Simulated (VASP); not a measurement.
# W in VASP: relaxation of the atoms with PBE

Aim: the relaxation of the atoms of W with PBE.

All numbers are computed with VASP 6.6.1; they aren't measurements. Logs are shortened: lines on timing, memory, paths and dates and some standing lists are left out, and cuts for length are marked.

## (1) The cell of the first run

The cell holds a slab with vacuum, 6 atoms: a = 2.757 Å, b = 2.757 Å, c = 26.256 Å, α = 90.00°, β = 90.00°, γ = 109.47°.

## (2) Relaxation of the atoms, PBE

The input, INCAR:

```
SYSTEM = W
ALGO = Normal
DIPOL = 0.5 0.5 0.500
EDIFF = 1E-6
EDIFFG = -0.02
ENCUT = 520
GGA = PE
IBRION = 2
IDIPOL = 3
ISIF = 2
ISMEAR = 0
KPAR = 4
LASPH = .True.
LCHARG = .False.
LDIPOL = .True.
LREAL = .False.
LWAVE = .False.
NELM = 80
NSW = 80
PREC = Accurate
SIGMA = 0.1
```

The input, KPOINTS:

```
k-points
0
Gamma
  13 13 1
  0 0 0
```

The input, POSCAR:

```
W
1.0
    2.7570398385      0.0000000000      0.0000000000
   -0.9190132795      2.5993620877      0.0000000000
    0.0000000000      0.0000000000     26.2555680080
W
6
Direct
    0.5000000000      0.5000000000      0.2856536944
    0.0000000000      0.0000000000      0.3713922166
    0.5000000000      0.5000000000      0.4571307389
    0.0000000000      0.0000000000      0.5428692611
    0.5000000000      0.5000000000      0.6286077834
    0.0000000000      0.0000000000      0.7143463056
```

Potentials or basis: VASP PAW PBE potentials, release 64 (W_sv).

Run with:

```bash
cat potpaw_PBE.64/W_sv/POTCAR > POTCAR
mpirun -np 4 vasp_std > vasp.out
```

OUTCAR:

```text
SYSTEM = W
   EDIFF = 1E-6
   EDIFFG = -0.02
   ENCUT = 520
   GGA = PE
   IBRION = 2
   ISIF = 2
   ISMEAR = 0
   LASPH = .True.
   LREAL = .False.
   NELM = 80
   NSW = 80
   PREC = Accurate

 ion  position               nearest neighbor table
   1  0.500  0.500  0.286-   2 2.76   2 2.76   2 3.18   2 3.18
   2  0.000  0.000  0.371-   1 2.76   1 2.76   3 2.76   3 2.76   1 3.18   1 3.18   3 3.18   3 3.18

   3  0.500  0.500  0.457-   4 2.76   4 2.76   2 2.76   2 2.76   4 3.18   4 3.18   2 3.18   2 3.18

   4  0.000  0.000  0.543-   3 2.76   3 2.76   5 2.76   5 2.76   3 3.18   3 3.18   5 3.18   5 3.18

   5  0.500  0.500  0.629-   6 2.76   6 2.76   4 2.76   4 2.76   6 3.18   6 3.18   4 3.18   4 3.18

   6  0.000  0.000  0.714-   5 2.76   5 2.76   5 3.18   5 3.18

  LATTYP: Found a base centered orthorhombic cell.
 ALAT       =     3.1835553858
 B/A-ratio  =     1.4142135624
 C/A-ratio  =     8.2472471266

  Lattice vectors:

 A1 = (   2.7570398385,   0.0000000000,   0.0000000000)
 A2 = (  -0.9190132795,   2.5993620877,   0.0000000000)
 A3 = (   0.0000000000,   0.0000000000,  26.2555680080)

Analysis of symmetry for initial positions (statically):
=====================================================================
 Subroutine PRICEL returns:
 Original cell was already a primitive cell.

 Routine SETGRP: Setting up the symmetry group for a
 base centered orthorhombic supercell.

 Subroutine GETGRP returns: Found  8 space group operations
 (whereof  4 operations were pure point group operations)
 out of a pool of  8 trial point group operations.

The static configuration has the point symmetry C_2v.
 The point group associated with its full space group is D_2h.

Analysis of symmetry for dynamics (positions and initial velocities):
=====================================================================
 Subroutine PRICEL returns:
 Original cell was already a primitive cell.

 Routine SETGRP: Setting up the symmetry group for a
 base centered orthorhombic supercell.

 Subroutine GETGRP returns: Found  8 space group operations
 (whereof  4 operations were pure point group operations)
 out of a pool of  8 trial point group operations.

The dynamic configuration has the point symmetry C_2v.
 The point group associated with its full space group is D_2h.

 Subroutine INISYM returns: Found  8 space group operations
 (whereof  4 operations are pure point group operations),
 and found     1 'primitive' translations

----------------------------------------------------------------------------------------

                                     Primitive cell

  volume of cell :     188.1617

  direct lattice vectors                    reciprocal lattice vectors
     2.757039838  0.000000000  0.000000000     0.362707853  0.128236591  0.000000000
    -0.919013280  2.599362088  0.000000000     0.000000000  0.384709773  0.000000000
     0.000000000  0.000000000 26.255568008     0.000000000  0.000000000  0.038087159

  length of vectors
     2.757039838  2.757039838 26.255568008     0.384709773  0.384709773  0.038087159

  position of ions in fractional coordinates (direct lattice)
     0.500000000  0.500000000  0.285653694
     0.000000000  0.000000000  0.371392217
     0.500000000  0.500000000  0.457130739
     0.000000000  0.000000000  0.542869261
     0.500000000  0.500000000  0.628607783
     0.000000000  0.000000000  0.714346306

  ion indices of the primitive-cell ions
   primitive index   ion index
                 1           1
                 2           2
                 3           3
                 4           4
                 5           5
                 6           6

----------------------------------------------------------------------------------------

 KPOINTS: k-points

Automatic generation of k-mesh.
 Grid dimensions read from file:
 generate k-points for:   13   13    1

 Generating k-lattice:

  Cartesian coordinates                     Fractional coordinates (reciprocal lattice)
     0.027900604  0.009864353  0.000000000     0.076923077  0.000000000  0.000000000
     0.000000000  0.029593059  0.000000000     0.000000000  0.076923077  0.000000000
     0.000000000  0.000000000  0.038087159     0.000000000  0.000000000  1.000000000

  Length of vectors
     0.029593059  0.029593059  0.038087159

  Shift w.r.t. Gamma in fractional coordinates (k-lattice)
     0.000000000  0.000000000  0.000000000

 Subroutine IBZKPT returns following result:
 ===========================================

 Found     49 irreducible k-points:

 Following reciprocal coordinates:
            Coordinates               Weight
  0.000000  0.000000  0.000000      1.000000
  0.076923  0.000000  0.000000      4.000000
  0.153846 -0.000000  0.000000      4.000000
  0.230769  0.000000  0.000000      4.000000
  0.307692 -0.000000  0.000000      4.000000
  0.384615  0.000000  0.000000      4.000000
[... 16 lines left out ...]
  0.384615  0.153846  0.000000      4.000000
  0.461538  0.153846  0.000000      4.000000
 [... further k-points ...]
   k-points           NKPTS =     49   k-points in BZ     NKDIM =     49   number of bands    NBANDS=     50
   number of dos      NEDOS =    301   number of ions     NIONS =      6
   total plane-waves  NPLWV = 112896
   dimension x,y,z NGX =    24 NGY =   24 NGZ =  196
   dimension x,y,z NGXF=    48 NGYF=   48 NGZF=  392
   ions per type =               6
   NGX,Y,Z   is equivalent  to a cutoff of  14.47, 14.47, 12.41 a.u.
   NGXF,Y,Z  is equivalent  to a cutoff of  28.94, 28.94, 24.82 a.u.
 SYSTEM =  W
   PREC   = accura    normal or accurate (medium, high low for compatibility)
   ISTART =      0    job   : 0-new  1-cont  2-samecut
   ICHARG =      2    charge: 1-file 2-atom 10-const
   ISPIN  =      1    spin polarized calculation?
   LNONCOLLINEAR =      F non collinear calculations
   LSORBIT =      F    spin-orbit coupling
   LASPH  =      T    aspherical Exc in radial PAW
   ENCUT  =  520.0 eV  38.22 Ry    6.18 a.u.   5.13  5.13 48.82*2*pi/ulx,y,z
   NELM   =     80;   NELMIN=  2; NELMDL= -5     # of ELM steps
   EDIFF  = 0.1E-05   stopping-criterion for ELM
   LREAL  =      F    real-space projection
   EDIFFG = -.2E-01   stopping-criterion for IOM
   NSW    =     80    number of steps for IOM
   IBRION =      2    ionic relax: 0-MD 1-quasi-New 2-CG
   NFREE  =      1    steps in history (QN), initial steepest desc. (CG)
   ISIF   =      2    stress and relaxation
   ISYM   =      2    0-nonsym 1-usesym 2-fastsym
   POTIM  = 0.5000    time-step for ionic-motion
   TEBEG  =    0.0;   TEEND  =   0.0 temperature during run
   PSTRESS=    0.0 pullay stress
   NELECT =      84.0000    total number of electrons
   NUPDOWN=      -1.0000    fix difference up-down
   EMIN   =  10.00;   EMAX   =-10.00  energy-range for DOS
   EFERMI =   0.00;   METHOD = LEGACY
   ISMEAR =     0;   SIGMA  =   0.10  broadening in eV -4-tet -1-fermi 0-gaus
   EFERMI_NEDOS =   21; number of points for ismear=-14 and -15
   IALGO  =     38    algorithm
   IMIX   =      4    mixing-type and parameters
     AMIX     =   0.40;   BMIX     =  1.00
     AMIX_MAG =   1.60;   BMIX_MAG =  1.00
  volume/ion in A,a.u.               =      31.36       211.63
  Fermi-wavevector in a.u.,A,eV,Ry     =   1.251193  2.364411 21.299689  1.565483
  Thomas-Fermi vector in A             =   2.385152
   LORBIT       =      0    0 simple, 1 ext, 2 COOP (PROOUT), +10 PAW based schemes
   GGA     = PE    functional components
   LHFCALC =     F    Hartree Fock is set to
   AEXX    =    0.0000 exact exchange contribution
   IVDW    =     0    specifies the selected vdW correction
   LEPSILON=     F    determine dielectric tensor
   LRPA    =     F    only Hartree local field effects (RPA)
 conjugate gradient relaxation of ions
 non-spin polarized calculation
 Gauss-broadening in eV      SIGMA  =   0.10
  energy-cutoff  :      520.00
  volume of cell :      188.16
 maximum number of plane-waves:      5118
 NGX is ok and might be reduce to    24
   NGX = 11   NGY = 11   NGZ = 97

--------------------------------------- Ionic step        1  -------------------------------------------

 number of electron      83.9999994 magnetization

 Free energy of the ion-electron system (eV)
  ---------------------------------------------------
  ext. energy  EPLUGINS =         0.00000000
  ---------------------------------------------------
  free energy    TOTEN  =       -74.78208997 eV

  energy without entropy =      -74.76243279  energy(sigma->0) =      -74.77226138

------------------------ aborting loop because EDIFF is reached ----------------------------------------

  FORCE on cell =-STRESS in cart. coord.  units (eV):
  Direction    XX          YY          ZZ          XY          YZ          ZX
  --------------------------------------------------------------------------------------
  -------------------------------------------------------------------------------------
  Total       -4.6162499     -5.2028791     -2.8490204     -0.8296190      0.0000000      0.0000000
  in kB      -39.3068874    -44.3019741    -24.2591118     -7.0641194      0.0000000      0.0000000
  external PRESSURE =     -35.9559911 kB  Pullay stress =       0.0000000 kB
[... 101 lines left out ...]
  FREE ENERGIE OF THE ION-ELECTRON SYSTEM (eV)
  ---------------------------------------------------
  free  energy   TOTEN  =       -74.8339657887 eV

  energy  without entropy=      -74.8179712113  energy(sigma->0) =      -74.82596850

[... ionic steps 4 to 10 ...]

--------------------------------------- Ionic step       11  -------------------------------------------

 number of electron      83.9999993 magnetization

------------------------ aborting loop because EDIFF is reached ----------------------------------------
[... 35 lines left out ...]
--------------------------------------- Ionic step       12  -------------------------------------------

 number of electron      83.9999993 magnetization

 dipolmoment           0.000000      0.000000     -0.000000 electrons x Angstroem

------------------------ aborting loop because EDIFF is reached ----------------------------------------

  FORCE on cell =-STRESS in cart. coord.  units (eV):
  Direction    XX          YY          ZZ          XY          YZ          ZX
  --------------------------------------------------------------------------------------
  -------------------------------------------------------------------------------------
  Total       -2.9877872     -3.7170632     -0.1974812     -1.0313520      0.0000000      0.0000000
  in kB      -25.4406969    -31.6504062     -1.6815317     -8.7818552      0.0000000      0.0000000
  external PRESSURE =     -19.5908783 kB  Pullay stress =       0.0000000 kB
[... 27 lines left out ...]
--------------------------------------- Ionic step       13  -------------------------------------------

 number of electron      83.9999993 magnetization

 dipolmoment           0.000000      0.000000      0.000000 electrons x Angstroem

 Free energy of the ion-electron system (eV)
  ---------------------------------------------------
  ext. energy  EPLUGINS =         0.00000000
  ---------------------------------------------------
  free energy    TOTEN  =       -74.84297116 eV

  energy without entropy =      -74.82766069  energy(sigma->0) =      -74.83531592

 E-fermi :   3.4604     XC(G=0):  -7.7368

 val. band max:        3.4477877123   @ k =  -0.4615   0.0769   0.0000
 cond. band min:       3.4733362044   @ k =   0.3846   0.2308   0.0000
 fundamental gap:      0.0255484922
 Fermi energy:         3.4603785135

 k-point     1 :       0.0000    0.0000    0.0000
  band No.  band energies     occupation
      1     -70.7516      2.00000
      2     -70.7161      2.00000
      3     -70.6813      2.00000
      4     -70.6549      2.00000
      5     -70.5063      2.00000
      6     -70.5062      2.00000
[... 1261 lines left out ...]
     49       6.1694      0.00000
     50       6.2151      0.00000

 [... further k-points ...]

------------------------ aborting loop because EDIFF is reached ----------------------------------------

 vacuum level on the upper side and lower side of the slab       (xc-potential included)        -0.016        -0.016

  FORCE on cell =-STRESS in cart. coord.  units (eV):
  Direction    XX          YY          ZZ          XY          YZ          ZX
  --------------------------------------------------------------------------------------
  -------------------------------------------------------------------------------------
  Total       -2.9617144     -3.6928038     -0.1521874     -1.0339165      0.0000000      0.0000000
  in kB      -25.2186901    -31.4438398     -1.2958596     -8.8036911      0.0000000      0.0000000
  external PRESSURE =     -19.3194632 kB  Pullay stress =       0.0000000 kB
[... 21 lines left out ...]
  FREE ENERGIE OF THE ION-ELECTRON SYSTEM (eV)
  ---------------------------------------------------
  free  energy   TOTEN  =       -74.8429711602 eV

  energy  without entropy=      -74.8276606855  energy(sigma->0) =      -74.83531592

 reached required accuracy - stopping structural energy minimisation

 vacuum level on the upper side and lower side of the slab         8.281         8.281
```

It took 11 min on 4 MPI ranks of Intel Xeon Platinum 8488C (Sapphire Rapids), shared host; peak memory 0.55 GiB.

Results:

```
Free energy                  : -74.8430 eV
Energy gained by relaxing    : 10.1 meV/atom
Ionic steps                  : 13
Largest force after relaxing : 0.018 eV/Å
Band gap on the k mesh       : zero (bands 42 and 43 overlap by 1.79 eV)
```

Forces in eV/Å, atoms in the order of the input:
```
W    0.000  0.000  0.011
W    0.000  0.000  0.000
W    0.000  0.000 -0.018
W    0.000  0.000  0.018
W    0.000  0.000  0.000
W    0.000  0.000 -0.011
```

The path:
| step | energy change (eV) | largest force (eV/Å) | pressure (GPa) |
| --- | --- | --- | --- |
| 1 | 0.0000 | 0.7625 | -3.60 |
| 2 | -0.0519 | 0.2974 | -2.73 |
| 3 | -0.0519 | 0.2961 | -2.74 |
| 4 | -0.0574 | 0.0823 | -2.49 |
| 5 | -0.0574 | 0.0823 | -2.50 |
| 6 | -0.0583 | 0.0544 | -2.43 |
| 7 | -0.0596 | 0.0680 | -2.30 |
| 8 | -0.0594 | 0.1555 | -2.03 |
| 9 | -0.0600 | 0.0809 | -2.18 |
| 10 | -0.0606 | 0.0525 | -2.08 |
| 11 | -0.0608 | 0.0265 | -1.98 |
| 12 | -0.0608 | 0.0335 | -1.96 |
| 13 | -0.0609 | 0.0181 | -1.93 |

Final structure:
```
W
1.0
     2.75704    0.00000    0.00000
    -0.91901    2.59936    0.00000
     0.00000    0.00000   26.25557
W
6
Direct
  0.50000 0.50000 0.28824
  0.00000 0.00000 0.37084
  0.50000 0.50000 0.45714
  0.00000 0.00000 0.54286
  0.50000 0.50000 0.62916
  0.00000 0.00000 0.71176
```

Caveat: spin-orbit coupling is left out, which moves the levels of the heavy elements.

The gap in the log of VASP goes by the Fermi energy; the results here count the filled bands.